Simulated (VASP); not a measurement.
A run of VASP 6.6.1 is set up as follows.

Contents of INCAR:

```
PREC = Accurate
ENCUT = 520
EDIFF = 1E-6
ISMEAR = 0
SIGMA = 0.05
LREAL = F
LASPH = T
NELM = 100
ALGO = Normal
ISIF = 2
LWAVE = F
LCHARG = F
GGA = PE
NBANDS = 12
```

KPOINTS

```
Automatic mesh
0
Gamma
  8 8 8
```

Contents of POSCAR:

```
Ta
1.0
    0.0000000000      2.1163036224      2.1163036224
    2.1163036224      0.0000000000      2.1163036224
    2.1163036224      2.1163036224      0.0000000000
Ta
1
Direct
    0.0000000000      0.0000000000      0.0000000000
```

Potentials or basis: VASP PAW PBE potentials, release 64 (Ta_pv).

Run with:

```console
$ cat potpaw_PBE.64/Ta_pv/POTCAR > POTCAR
$ mpirun -np 1 vasp_std > vasp.out
```

**Question.** Predict the pressure.

**Answer.** 0.1 GPa.
